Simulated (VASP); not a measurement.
Write the native input for VASP 6.6.1 that does the following.

| Property | Result |
| --- | --- |
| Task | relaxation of cell and atoms |
| Functional | PBEsol |
| Potentials or basis | VASP PAW PBE potentials, release 64 (Lu) |
| Cutoff | 600 eV |
| k mesh | 6 × 6 × 6 |
| Occupations | fermi-dirac, width 0.05 eV |
| Spin | no spin polarisation |
| Dipole correction | no |
| Further INCAR settings | ALGO = Normal; EDIFF = 1e-07; IBRION = 2; EDIFFG = -0.03; NSW = 80; ISIF = 3 |

The structure of Lu lies in POSCAR:

```
Lu
1.0
    3.8900000000      0.0000000000      0.0000000000
    0.0000000000      3.8900000000      0.0000000000
    0.0000000000      0.0000000000      3.8900000000
Lu
2
Direct
    0.0000000000      0.0000000000      0.0000000000
    0.5000000000      0.5000000000      0.5000000000
```

The input as run:

INCAR

```
SYSTEM = Lu
PREC = Accurate
ENCUT = 600
EDIFF = 1E-7
ISMEAR = -1
SIGMA = 0.05
LREAL = .FALSE.
LASPH = .TRUE.
NELM = 100
ALGO = Normal
ISIF = 3
LWAVE = .FALSE.
LCHARG = .FALSE.
GGA = PS
IBRION = 2
NSW = 80
EDIFFG = -0.03
```

KPOINTS

```
regular mesh
0
G
  6 6 6
  0 0 0
```

Potentials or basis: VASP PAW PBE potentials, release 64 (Lu).

Run with:

```sh
$ cat potpaw_PBE.64/Lu/POTCAR > POTCAR
$ mpirun -np 1 vasp_std > vasp.out
```

It gave:

```json
{"Relaxed volume": "28.33 Å³/atom", "Relaxed cell": "a = 3.841 Å, b = 3.841 Å, c = 3.841 Å, α = 90.00°, β = 90.00°, γ = 90.00°", "Space group after relaxing (to 0.05 Å)": "Im-3m (No. 229)", "Energy gained by relaxing": "6.0 meV/atom", "Ionic steps": "3", "Pressure after relaxing": "0.0 GPa", "Band gap on the k mesh": "zero (band 25 reaches 2.95 eV, above the bottom of band 26 at 2.10 eV)"}
```

Caveat: the PAW data sets were made with another functional, which shifts forces and pressure a little; spin-orbit coupling is left out, which moves the levels of the heavy elements.

Wall time 84 s on 1 thread of Intel(R) Xeon(R) Platinum 8488C (Sapphire Rapids) (shared host), peak memory 0.21 GiB.
